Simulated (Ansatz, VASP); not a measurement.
# Two plane-wave programs on Mg4Se3O

The input POSCAR:

```
Mg4Se3O
1.0
   -2.7595352179      2.7595352179      5.3426140058
    2.7595352179     -2.7595352179      5.3426140058
    2.7595352179      2.7595352179     -5.3426140058
O Mg Se
1 4 3
Direct
    0.0000000000      0.0000000000      0.0000000000
    0.6838837435      0.6838837435      0.5832853305
    0.8994015870      0.3161162565      0.0000000000
    0.1005984130      0.1005984130      0.4167146695
    0.3161162565      0.8994015870      0.0000000000
    0.2500000000      0.7500000000      0.5000000000
    0.5000000000      0.5000000000      0.0000000000
    0.7500000000      0.2500000000      0.5000000000
```

File INCAR.step1:

```
PREC     = Accurate       # precision mode
ENCUT    = 520            # plane-wave cutoff, eV
ISMEAR   = 0              # smearing method
SIGMA    = 0.01           # smearing width, eV
LREAL    = F              # projectors in reciprocal space
LASPH    = T              # aspherical terms in the spheres
NELM     = 100            # most SCF steps
NBANDS   = 26             # bands
GGA      = PE             # functional
ALGO     = Normal         # electronic algorithm
EDIFF    = 1E-4           # SCF threshold, eV
LWAVE    = T              # write WAVECAR
LCHARG   = F              # write CHGCAR
```

File INCAR.step2:

```
PREC     = Accurate       # precision mode
ENCUT    = 520            # plane-wave cutoff, eV
EDIFF    = 1E-6           # SCF threshold, eV
ISMEAR   = 0              # smearing method
SIGMA    = 0.01           # smearing width, eV
LREAL    = F              # projectors in reciprocal space
LASPH    = T              # aspherical terms in the spheres
NELM     = 100            # most SCF steps
ALGO     = Normal         # electronic algorithm
ISIF     = 2              # what is computed and relaxed
LWAVE    = F              # write WAVECAR
LCHARG   = F              # write CHGCAR
METAGGA  = R2SCAN         # meta-GGA
LMIXTAU  = T            
NBANDS   = 26             # bands
ISTART   = 1
```

File KPOINTS:

```
regular mesh
0
Gamma
  6 6 6
```

Input for Ansatz:

```yaml
crystal:
  lattice:
    - [-2.7595352179, 2.7595352179, 5.3426140058]
    - [2.7595352179, -2.7595352179, 5.3426140058]
    - [2.7595352179, 2.7595352179, -5.3426140058]
  atoms:
    - { symbol: O, position: [0.0, 0.0, 0.0] }
    - { symbol: Mg, position: [0.6838837435, 0.6838837435, 0.5832853305] }
    - { symbol: Se, position: [0.25, 0.75, 0.5] }
    - { symbol: Mg, position: [0.899401587, 0.3161162565, 0.0] }
    - { symbol: Se, position: [0.5, 0.5, 0.0] }
    - { symbol: Mg, position: [0.100598413, 0.100598413, 0.4167146695] }
    - { symbol: Se, position: [0.75, 0.25, 0.5] }
    - { symbol: Mg, position: [0.3161162565, 0.899401587, 0.0] }
kpoints:
  mp_grid: { grid: [6, 6, 6] }
hamiltonian:
  xc: r2scan
scf:
  occupations: { method: fixed }
  n_extra_bands: 6
output:
  forces: true
  stress: true
  eigenvalues: true
```

Alike in both runs: task single point; functional r2SCAN; k mesh 6 × 6 × 6; no spin polarisation.

|  | VASP | Ansatz |
| --- | --- | --- |
| version | VASP 6.6.1 | Ansatz 0.2.0 |
| potentials or method | VASP PAW PBE potentials, release 64 (O, Mg, Se) | plane waves, PAW |
| plane-wave cutoff (eV) | 520 | 500 |
| occupations | gaussian, width 0.01 eV | fixed |
| valence electrons in the cell | 32 | 94 |

```csv
,VASP,Ansatz,Ansatz less VASP
gap on the k mesh at the Fermi level (eV),2.42,2.44,+0.011
pressure (GPa),4.1,4.4,+0.24
rms of the force components (eV/Å),0.013,0.012,-0.0003
```

VASP's potentials were made for PBE, not for r2SCAN. VASP's potentials hold 32 valence electrons a cell and Ansatz's 94, so a difference there can come from the potentials and not from the codes.
